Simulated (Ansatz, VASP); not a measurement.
## Two plane-wave programs on CuI

```
Cu I
1.0
     0.00000    3.01203    3.01203
     3.01203    0.00000    3.01203
     3.01203    3.01203    0.00000
Cu I
1 1
Direct
  0.00000 0.00000 0.00000
  0.25000 0.25000 0.25000
```

Alike in both runs: task single point; functional PBE; k mesh 8 × 8 × 8; occupations fermi-dirac, width 0.02 eV; no spin polarisation.

|  | VASP | Ansatz |
| --- | --- | --- |
| version | VASP 6.6.1 | Ansatz 0.2.0 |
| potentials or method | VASP PAW PBE potentials, release 64 (Cu, I) | plane waves, PAW |
| plane-wave cutoff (eV) | 520 | 420 |
| valence electrons in the cell | 18 | 36 |

Ansatz gave:

| Property | Result |
| --- | --- |
| gap on the k mesh at the Fermi level (eV) | 1.17 |
| pressure (GPa) | 1.1 |

Question: What did VASP give for the same quantities?

Answer: gap on the k mesh at the Fermi level (eV): 1.20; pressure (GPa): 1.2.

The functional is the same, so the differences come from potentials, cutoffs and numerics. VASP's potentials hold 18 valence electrons a cell and Ansatz's 36, so a difference there can come from the potentials and not from the codes.

Neither program's run includes spin-orbit coupling.
